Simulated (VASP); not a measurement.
Crystal: BAs.

```
B As
1.0
     0.00000    2.39187    2.33877
     2.39187    0.00000    2.33877
     2.39187    2.39187    0.00000
B As
1 1
Direct
  0.00000 0.00000 0.00000
  0.25000 0.25000 0.25000
```

This cell differs from its parent crystal: uniaxial z strain -2.2%.

Base run:

* Program: VASP 6.6.1
* Functional: HSE06
* Potentials or basis: VASP PAW PBE potentials, release 64 (B, As)
* Cutoff: 420 eV
* k mesh: 6 × 6 × 6
* Occupations: gaussian, width 0.01 eV
* Spin: no spin polarisation

Its results: band gap on the k mesh 1.58 eV (least direct gap 3.89 eV); pressure 2.2 GPa.

The run is repeated on the same cell with these changes: functional from HSE06 to r2SCAN; cutoff from 420 eV to 550 eV; k mesh from 6 × 6 × 6 to 10 × 10 × 10. What comes out?

Band gap on the k mesh 0.99 eV (least direct gap 3.21 eV); pressure 3.6 GPa.

Several settings changed at once.

Caveats: the PAW data sets were made with another functional, which shifts forces and pressure a little; the cell stands under pressure (at least some runs).

A k mesh can miss the band edges.
